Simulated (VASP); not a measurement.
## MgS: single point with PBE

Crystal: MgS.

```xyz
2
Lattice="-0.0059 2.5956 2.5956 2.5956 -0.0059 2.5956 2.5956 2.5956 -0.0059" Properties=species:S:1:pos:R:3 pbc="T T T"
Mg    0.0000    0.0000    0.0000
S     2.5927    2.5927    2.5927
```

This cell differs from its parent crystal: strain along [111] -0.3%.

| Quantity | Value |
| --- | --- |
| Program | VASP 6.6.1 |
| Task | single point |
| Functional | PBE |
| Potentials or basis | VASP PAW PBE potentials, release 64 (Mg, S) |
| Cutoff | 520 eV |
| k mesh | 8 × 8 × 8 |
| Occupations | fermi-dirac, width 0.02 eV |
| Spin | no spin polarisation |
| Dipole correction | no |
| Further INCAR settings | ALGO = Normal; EDIFF = 1e-06; NBANDS = 11 |

* Pressure: 1.1 GPa
* Band gap on the k mesh: 2.76 eV (least direct gap 3.72 eV)

Stress tensor (GPa, compression positive):
```
1.14 0.12 0.12
0.12 1.14 0.12
0.12 0.12 1.14
```

Levels at points of the mesh, in eV from the valence-band top:
| k point | band 1 | band 2 | band 3 | band 4 | band 5 | band 6 | band 7 | band 8 | band 9 |
| --- | --- | --- | --- | --- | --- | --- | --- | --- | --- |
| (0.00, 0.00, 0.00) | -12.71 | -0.03 | -0.03 | 0.00 | 3.72 | 7.91 | 7.91 | 7.97 | 10.33 |
| (0.50, 0.00, 0.00) | -11.40 | -4.87 | -0.62 | -0.60 | 4.54 | 6.89 | 6.92 | 10.13 | 12.15 |
| (0.50, 0.50, 0.00) | -11.02 | -4.23 | -1.73 | -1.70 | 2.76 | 4.36 | 12.02 | 12.81 | 13.38 |
| (0.50, 0.50, 0.50) | -11.38 | -4.86 | -0.63 | -0.63 | 4.51 | 6.87 | 6.87 | 10.13 | 12.16 |

Wall time 9 s on 1 thread of Intel(R) Xeon(R) 6975P-C (Granite Rapids) (shared host), peak memory 0.16 GiB.

Caveat: the cell differs from its parent crystal (strain along [111] -0.3%). A k mesh can miss the band edges.
